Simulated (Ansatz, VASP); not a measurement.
# H4CSO2 in VASP and in Ansatz

```xyz
40
Lattice="8.8152 0.0000 0.0000 0.0000 8.8152 0.0000 0.0000 0.0000 8.8152" Properties=species:S:1:pos:R:3 pbc="T T T"
S     3.9698    2.5375    3.6986
S     7.5547    4.2758    3.5374
S     1.1819   -1.1872    0.5767
S     5.1543    5.2519    7.5370
S     1.9644    7.2026    4.7147
O     4.5445    2.0962    4.9606
O     4.7519    3.4456    2.8701
O     7.6219    5.5411    2.8189
O     7.3894    4.3264    4.9831
O     0.1789   -0.1720    0.8620
O     2.2945   -0.8337   -0.2948
O     3.7467    4.9315    7.7256
O     5.8201    6.1005    8.5153
O     1.9908    8.1327    3.5939
O     1.9947    5.7771    4.4216
C     6.3745    1.9540    8.2271
C     1.3215    3.4691    1.2095
C     1.3439    2.3853    6.3481
C     5.3553    8.4723    2.4597
C     7.5435    7.9555    5.8173
H     6.6252    2.5417    7.3361
H     7.2930    1.5578    8.6745
H     5.7227    1.1219    7.9361
H     5.8535    2.5789    8.9645
H     2.2924    3.3666    0.7134
H     0.6966    4.1661    0.6348
H     1.4729    3.8738    2.2202
H     0.8265    2.4898    1.2625
H     0.4649    2.4490    6.9980
H     1.0982    1.7715    5.4718
H     2.1763    1.9298    6.8971
H     1.6291    3.3955    6.0269
H     6.1429    9.2144    2.2877
H     5.2126    8.3334    3.5374
H     5.6537    7.5242    2.0015
H     4.4191    8.8113    1.9987
H     8.1000    8.4772    6.6066
H     7.6785    6.8713    5.9060
H     7.8785    8.2953    4.8278
H     6.4780    8.1949    5.9223
```

Alike in both runs: functional PBE; dispersion D3(BJ); k mesh 1 × 1 × 1; occupations fermi-dirac, width 0.05 eV; no spin polarisation.

Ansatz relaxed the structure, and its values are those at the end. VASP's run is a single point on that final structure, the one shown.

|  | VASP | Ansatz |
| --- | --- | --- |
| version | VASP 6.6.1 | Ansatz 0.2.0 |
| potentials or method | VASP PAW PBE potentials, release 64 (S, O_h, C_h, H_h), cutoff 1000 eV | scalar-relativistic, plane waves, PAW |
| valence electrons in the cell | 130 | 130 |

|  | VASP | Ansatz | Ansatz less VASP |
| --- | --- | --- | --- |
| gap on the k mesh at the Fermi level (eV) | 2.88 | 2.89 | +0.009 |
| rms of the force components (eV/Å) | 0.192 | 0.050 | -0.1418 |

One of these differences is far larger than is usual between the two programs; its cause wasn't traced. Ansatz's warnings: xc potential rough in thin density.
